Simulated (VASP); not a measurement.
# CuI (F-43m) in VASP: notebook

The runs below take CuI through single point, with PBE.

All numbers are computed with VASP 6.6.1; they aren't measurements. Logs are shortened: lines on timing, memory, paths and dates and some standing lists are left out, and cuts for length are marked.

### Step 1. The cell of the first run

The structure is cubic, space group F-43m (No. 216). Conventional cell: a = 6.138 Å, b = 6.138 Å, c = 6.138 Å, α = 90.00°, β = 90.00°, γ = 90.00°. Cu (site symmetry -43m) has 4 I at 2.66 Å within 3.5 Å. Within 3.5 Å of I (site symmetry -43m) lie 4 Cu at 2.66 Å.

### Step 2. Single point, PBE (volume scaled by 1.03)

INCAR

```
  PREC = Accurate
  ENCUT = 520
  EDIFF = 1E-6
  ISMEAR = 0
  SIGMA = 0.02
  LREAL = F
  LASPH = T
  NELM = 100
  ALGO = Normal
  ISIF = 2
  LWAVE = F
  LCHARG = F
  GGA = PE
  NBANDS = 16
```

KPOINTS

```
Automatic mesh
0
Gamma
  8 8 8
```

POSCAR

```
CuI
1.0
    0.0000000000      3.0690945069      3.0690945069
    3.0690945069      0.0000000000      3.0690945069
    3.0690945069      3.0690945069      0.0000000000
Cu I
1 1
Direct
    0.2500000000      0.2500000000      0.2500000000
    0.0000000000      0.0000000000      0.0000000000
```

Potentials or basis: VASP PAW PBE potentials, release 64 (Cu, I).

Launch:

```sh
$ cat potpaw_PBE.64/Cu/POTCAR potpaw_PBE.64/I/POTCAR > POTCAR
$ mpirun -np 1 vasp_std > vasp.out
```

OUTCAR:

```text
PREC = Accurate
   ENCUT = 520
   EDIFF = 1E-6
   ISMEAR = 0
   LREAL = F
   LASPH = T
   NELM = 100
   ISIF = 2
   GGA = PE

 ion  position               nearest neighbor table
   1  0.250  0.250  0.250-   2 2.66   2 2.66   2 2.66   2 2.66
   2  0.000  0.000  0.000-   1 2.66   1 2.66   1 2.66   1 2.66

  LATTYP: Found a face centered cubic cell.
 ALAT       =     6.1381890138

  Lattice vectors:

 A1 = (   0.0000000000,   3.0690945069,   3.0690945069)
 A2 = (   3.0690945069,   0.0000000000,   3.0690945069)
 A3 = (   3.0690945069,   3.0690945069,   0.0000000000)

Analysis of symmetry for initial positions (statically):
=====================================================================
 Subroutine PRICEL returns:
 Original cell was already a primitive cell.

 Routine SETGRP: Setting up the symmetry group for a
 face centered cubic supercell.

 Subroutine GETGRP returns: Found 24 space group operations
 (whereof 24 operations were pure point group operations)
 out of a pool of 48 trial point group operations.

The static configuration has the point symmetry T_d .

Analysis of symmetry for dynamics (positions and initial velocities):
=====================================================================
 Subroutine PRICEL returns:
 Original cell was already a primitive cell.

 Routine SETGRP: Setting up the symmetry group for a
 face centered cubic supercell.

 Subroutine GETGRP returns: Found 24 space group operations
 (whereof 24 operations were pure point group operations)
 out of a pool of 48 trial point group operations.

The dynamic configuration has the point symmetry T_d .

 Subroutine INISYM returns: Found 24 space group operations
 (whereof 24 operations are pure point group operations),
 and found     1 'primitive' translations

----------------------------------------------------------------------------------------

                                     Primitive cell

  volume of cell :      57.8177

  direct lattice vectors                    reciprocal lattice vectors
     0.000000000  3.069094507  3.069094507    -0.162914501  0.162914501  0.162914501
     3.069094507  0.000000000  3.069094507     0.162914501 -0.162914501  0.162914501
     3.069094507  3.069094507  0.000000000     0.162914501  0.162914501 -0.162914501

  length of vectors
     4.340355076  4.340355076  4.340355076     0.282176193  0.282176193  0.282176193

  position of ions in fractional coordinates (direct lattice)
     0.250000000  0.250000000  0.250000000
     0.000000000  0.000000000  0.000000000

  ion indices of the primitive-cell ions
   primitive index   ion index
                 1           1
                 2           2

----------------------------------------------------------------------------------------

 KPOINTS: Automatic mesh

Automatic generation of k-mesh.
 Grid dimensions read from file:
 generate k-points for:    8    8    8

 Generating k-lattice:

  Cartesian coordinates                     Fractional coordinates (reciprocal lattice)
    -0.020364313  0.020364313  0.020364313     0.125000000  0.000000000  0.000000000
     0.020364313 -0.020364313  0.020364313     0.000000000  0.125000000  0.000000000
     0.020364313  0.020364313 -0.020364313     0.000000000  0.000000000  0.125000000

  Length of vectors
     0.035272024  0.035272024  0.035272024

  Shift w.r.t. Gamma in fractional coordinates (k-lattice)
     0.000000000  0.000000000  0.000000000

 Subroutine IBZKPT returns following result:
 ===========================================

 Found     29 irreducible k-points:

 Following reciprocal coordinates:
            Coordinates               Weight
  0.000000  0.000000  0.000000      1.000000
  0.125000  0.000000  0.000000      8.000000
  0.250000  0.000000  0.000000      8.000000
  0.375000  0.000000  0.000000      8.000000
  0.500000  0.000000  0.000000      4.000000
  0.125000  0.125000  0.000000      6.000000
[... 16 lines left out ...]
  0.500000  0.250000  0.125000     48.000000
 -0.375000  0.250000  0.125000     24.000000
 [... further k-points ...]
   k-points           NKPTS =     29   k-points in BZ     NKDIM =     29   number of bands    NBANDS=     16
   number of dos      NEDOS =    301   number of ions     NIONS =      2
   total plane-waves  NPLWV =  32768
   dimension x,y,z NGX =    32 NGY =   32 NGZ =   32
   dimension x,y,z NGXF=    64 NGYF=   64 NGZF=   64
   ions per type =               1   1
   NGX,Y,Z   is equivalent  to a cutoff of  12.26, 12.26, 12.26 a.u.
   NGXF,Y,Z  is equivalent  to a cutoff of  24.51, 24.51, 24.51 a.u.
 SYSTEM =  unknown system
   PREC   = accura    normal or accurate (medium, high low for compatibility)
   ISTART =      0    job   : 0-new  1-cont  2-samecut
   ICHARG =      2    charge: 1-file 2-atom 10-const
   ISPIN  =      1    spin polarized calculation?
   LNONCOLLINEAR =      F non collinear calculations
   LSORBIT =      F    spin-orbit coupling
   LASPH  =      T    aspherical Exc in radial PAW
   ENCUT  =  520.0 eV  38.22 Ry    6.18 a.u.   8.07  8.07  8.07*2*pi/ulx,y,z
   NELM   =    100;   NELMIN=  2; NELMDL= -5     # of ELM steps
   EDIFF  = 0.1E-05   stopping-criterion for ELM
   LREAL  =      F    real-space projection
   EDIFFG = 0.1E-04   stopping-criterion for IOM
   NSW    =      0    number of steps for IOM
   IBRION =     -1    ionic relax: 0-MD 1-quasi-New 2-CG
   NFREE  =      0    steps in history (QN), initial steepest desc. (CG)
   ISIF   =      2    stress and relaxation
   ISYM   =      2    0-nonsym 1-usesym 2-fastsym
   POTIM  = 0.5000    time-step for ionic-motion
   TEBEG  =    0.0;   TEEND  =   0.0 temperature during run
   PSTRESS=    0.0 pullay stress
   NELECT =      18.0000    total number of electrons
   NUPDOWN=      -1.0000    fix difference up-down
   EMIN   =  10.00;   EMAX   =-10.00  energy-range for DOS
   EFERMI =   0.00;   METHOD = LEGACY
   ISMEAR =     0;   SIGMA  =   0.02  broadening in eV -4-tet -1-fermi 0-gaus
   EFERMI_NEDOS =   21; number of points for ismear=-14 and -15
   IALGO  =     38    algorithm
   IMIX   =      4    mixing-type and parameters
     AMIX     =   0.40;   BMIX     =  1.00
     AMIX_MAG =   1.60;   BMIX_MAG =  1.00
  volume/ion in A,a.u.               =      28.91       195.09
  Fermi-wavevector in a.u.,A,eV,Ry     =   1.109546  2.096738 16.750035  1.231093
  Thomas-Fermi vector in A             =   2.246087
   LORBIT       =      0    0 simple, 1 ext, 2 COOP (PROOUT), +10 PAW based schemes
   GGA     = PE    functional components
   LHFCALC =     F    Hartree Fock is set to
   AEXX    =    0.0000 exact exchange contribution
   IVDW    =     0    specifies the selected vdW correction
   LEPSILON=     F    determine dielectric tensor
   LRPA    =     F    only Hartree local field effects (RPA)
 non-spin polarized calculation
 Gauss-broadening in eV      SIGMA  =   0.02
  energy-cutoff  :      520.00
  volume of cell :       57.82
 maximum number of plane-waves:      1588
   NGX = 17   NGY = 17   NGZ = 17

 number of electron      17.9999996 magnetization

 Free energy of the ion-electron system (eV)
  ---------------------------------------------------
  ext. energy  EPLUGINS =         0.00000000
  ---------------------------------------------------
  free energy    TOTEN  =        -5.55757841 eV

  energy without entropy =       -5.55757841  energy(sigma->0) =       -5.55757841

 E-fermi :   4.1415     XC(G=0):  -8.7671

 val. band max:        4.0379548498   @ k =   0.0000   0.0000   0.0000
 cond. band min:       5.0882109339   @ k =   0.0000   0.0000   0.0000
 fundamental gap:      1.0502560841
 Fermi energy:         4.1415257593

 k-point     1 :       0.0000    0.0000    0.0000
  band No.  band energies     occupation
      1      -9.7825      2.00000
      2       0.5609      2.00000
      3       0.5609      2.00000
      4       0.5609      2.00000
      5       2.3319      2.00000
      6       2.3319      2.00000
[... 8 lines left out ...]
     15      13.5508      0.00000
     16      13.5508      0.00000

 k-point     2 :       0.1250    0.0000    0.0000
  band No.  band energies     occupation
      1      -9.7163      2.00000
      2       0.2675      2.00000
      3       0.5651      2.00000
      4       0.5651      2.00000
      5       2.3263      2.00000
      6       2.3263      2.00000
[... 8 lines left out ...]
     15      12.9293      0.00000
     16      12.9293      0.00000

 k-point     3 :       0.2500    0.0000    0.0000
  band No.  band energies     occupation
      1      -9.5475      2.00000
      2      -0.4155      2.00000
      3       0.5726      2.00000
      4       0.5726      2.00000
      5       2.3238      2.00000
      6       2.3238      2.00000
[... 8 lines left out ...]
     15      12.7310      0.00000
     16      12.9481      0.00000

 k-point     4 :       0.3750    0.0000    0.0000
  band No.  band energies     occupation
      1      -9.3638      2.00000
      2      -1.0614      2.00000
      3       0.5756      2.00000
      4       0.5757      2.00000
      5       2.3421      2.00000
      6       2.3421      2.00000
[... 8 lines left out ...]
     15      13.6093      0.00000
     16      13.6093      0.00000

 k-point     5 :       0.5000    0.0000    0.0000
  band No.  band energies     occupation
      1      -9.2825      2.00000
      2      -1.3203      2.00000
      3       0.5755      2.00000
      4       0.5755      2.00000
      5       2.3582      2.00000
      6       2.3582      2.00000
[... 8 lines left out ...]
     15      14.8035      0.00000
     16      14.8035      0.00000

 k-point     6 :       0.1250    0.1250    0.0000
  band No.  band energies     occupation
      1      -9.6942      2.00000
      2       0.2303      2.00000
      3       0.5425      2.00000
      4       0.5425      2.00000
      5       2.3028      2.00000
      6       2.3438      2.00000
[... 8 lines left out ...]
     15      13.3063      0.00000
     16      13.7032      0.00000

 k-point     7 :       0.2500    0.1250    0.0000
  band No.  band energies     occupation
      1      -9.5592      2.00000
      2      -0.2605      2.00000
      3       0.5231      2.00000
      4       0.5322      2.00000
      5       2.2827      2.00000
      6       2.3526      2.00000
[... 8 lines left out ...]
     15      13.5838      0.00000
     16      14.0822      0.00000

 k-point     8 :       0.3750    0.1250    0.0000
  band No.  band energies     occupation
      1      -9.3783      2.00000
      2      -0.8566      2.00000
      3       0.4582      2.00000
      4       0.5371      2.00000
      5       2.2951      2.00000
      6       2.3636      2.00000
[... 8 lines left out ...]
     15      13.7864      0.00000
     16      14.1779      0.00000

 k-point     9 :       0.5000    0.1250    0.0000
  band No.  band energies     occupation
      1      -9.2595      2.00000
      2      -1.2077      2.00000
      3       0.3768      2.00000
      4       0.5562      2.00000
      5       2.3179      2.00000
      6       2.3611      2.00000
[... 8 lines left out ...]
     15      14.3710      0.00000
     16      14.8229      0.00000
[... 172 lines left out ...]
 k-point    19 :       0.5000    0.3750    0.0000
  band No.  band energies     occupation
      1      -9.1403      2.00000
      2      -1.1830      2.00000
      3       0.2497      2.00000
      4       0.4575      2.00000
      5       2.2633      2.00000
      6       2.3945      2.00000
[... 8 lines left out ...]
     15      15.1508      0.00000
     16      16.0283      0.00000

 k-point    20 :      -0.3750    0.3750    0.0000
  band No.  band energies     occupation
      1      -9.1263      2.00000
      2      -1.0200      2.00000
      3      -0.1743      2.00000
      4       0.4978      2.00000
      5       2.2181      2.00000
      6       2.3563      2.00000
[... 8 lines left out ...]
     15      13.9635      0.00000
     16      17.0885      0.00000

 k-point    21 :       0.5000    0.5000    0.0000
  band No.  band energies     occupation
      1      -9.1137      2.00000
      2      -1.3103      2.00000
      3       0.4359      2.00000
      4       0.4359      2.00000
      5       2.3142      2.00000
      6       2.3832      2.00000
[... 8 lines left out ...]
     15      15.2154      0.00000
     16      15.9203      0.00000

 k-point    22 :       0.3750    0.2500    0.1250
  band No.  band energies     occupation
      1      -9.4171      2.00000
      2      -0.6123      2.00000
      3       0.3436      2.00000
      4       0.5539      2.00000
      5       2.2685      2.00000
      6       2.3667      2.00000
[... 8 lines left out ...]
     15      14.2139      0.00000
     16      15.2441      0.00000

 k-point    23 :       0.5000    0.2500    0.1250
  band No.  band energies     occupation
      1      -9.2650      2.00000
      2      -0.9383      2.00000
      3       0.1274      2.00000
      4       0.5370      2.00000
      5       2.2895      2.00000
      6       2.3466      2.00000
[... 8 lines left out ...]
     15      14.5752      0.00000
     16      15.4188      0.00000

 k-point    24 :      -0.3750    0.2500    0.1250
  band No.  band energies     occupation
      1      -9.1987      2.00000
      2      -1.0753      2.00000
      3       0.0339      2.00000
      4       0.5231      2.00000
      5       2.2733      2.00000
      6       2.3430      2.00000
[... 8 lines left out ...]
     15      14.6999      0.00000
     16      15.2240      0.00000

 [... further k-points ...]

------------------------ aborting loop because EDIFF is reached ----------------------------------------

  FORCE on cell =-STRESS in cart. coord.  units (eV):
  Direction    XX          YY          ZZ          XY          YZ          ZX
  --------------------------------------------------------------------------------------
  -------------------------------------------------------------------------------------
  Total       -0.2445365     -0.2445365     -0.2445365     -0.0000000      0.0000000     -0.0000000
  in kB       -6.7763147     -6.7763147     -6.7763147     -0.0000000      0.0000000     -0.0000000
  external PRESSURE =      -6.7763147 kB  Pullay stress =       0.0000000 kB

 VOLUME and BASIS-vectors are now :
 -----------------------------------------------------------------------------
  energy-cutoff  :      520.00
  volume of cell :       57.82
      direct lattice vectors                 reciprocal lattice vectors
     0.000000000  3.069094507  3.069094507    -0.162914501  0.162914501  0.162914501
     3.069094507  0.000000000  3.069094507     0.162914501 -0.162914501  0.162914501
     3.069094507  3.069094507  0.000000000     0.162914501  0.162914501 -0.162914501

 POSITION                                       TOTAL-FORCE (eV/Angst)
 -----------------------------------------------------------------------------------
      1.53455      1.53455      1.53455        -0.000000     -0.000000     -0.000000
      0.00000      0.00000      0.00000         0.000000      0.000000      0.000000
 -----------------------------------------------------------------------------------
    total drift:                                0.000001      0.000001      0.000001

  FREE ENERGIE OF THE ION-ELECTRON SYSTEM (eV)
  ---------------------------------------------------
  free  energy   TOTEN  =        -5.5575784062 eV

  energy  without entropy=       -5.5575784062  energy(sigma->0) =       -5.55757841
```

It took 18 s on 1 thread of AMD EPYC 7R13 (Zen 3), shared host; peak memory 0.16 GiB.

Results:

```
Free energy            : -5.5576 eV
Pressure               : -0.7 GPa
Band gap on the k mesh : 1.05 eV, direct
```

Caveat: spin-orbit coupling is left out, which moves the levels of the heavy elements.

### Step 3. Single point, PBE (volume scaled by 1.06)

INCAR

```
SYSTEM = CuI
  ALGO = Normal
  EDIFF = 1E-7
  ENCUT = 520
  GGA = PE
  ISIF = 2
  ISMEAR = 0
  LASPH = .TRUE.
  LCHARG = .FALSE.
  LREAL = .FALSE.
  LWAVE = .FALSE.
  NBANDS = 16
  NELM = 80
  PREC = Accurate
  SIGMA = 0.02
```

KPOINTS

```
k-points
0
G
  8 8 8
  0 0 0
```

POSCAR

```
CuI
1.0
    0.0000000000      3.0986068415      3.0986068415
    3.0986068415      0.0000000000      3.0986068415
    3.0986068415      3.0986068415      0.0000000000
Cu I
1 1
Direct
    0.2500000000      0.2500000000      0.2500000000
    0.0000000000      0.0000000000      0.0000000000
```

Potentials or basis: VASP PAW PBE potentials, release 64 (Cu, I).

Launch:

```sh
$ cat potpaw_PBE.64/Cu/POTCAR potpaw_PBE.64/I/POTCAR > POTCAR
$ mpirun -np 1 vasp_std > vasp.out
```

Run time: 39 s. Hardware: 1 thread of AMD EPYC 7R13 (Zen 3), shared host; peak memory 0.18 GiB.

Results (log left out):

- Free energy: -5.5423 eV
- Pressure: -1.9 GPa
- Band gap on the k mesh: 0.98 eV, direct

Levels at points of the mesh, in eV from the valence-band top:
```tsv
k point	band 5	band 6	band 7	band 8	band 9	band 10	band 11	band 12	band 13	band 14
(0.00, 0.00, 0.00)	-1.60	-1.60	0.00	0.00	0.00	0.98	4.94	4.94	4.94	8.08
(0.50, 0.00, 0.00)	-1.57	-1.57	-1.53	-0.61	-0.61	2.10	5.45	5.45	7.26	8.89
(0.50, 0.50, 0.00)	-1.61	-1.55	-1.52	-1.28	-1.28	2.85	2.92	8.76	9.42	9.42
```

Caveat: spin-orbit coupling is left out, which moves the levels of the heavy elements.
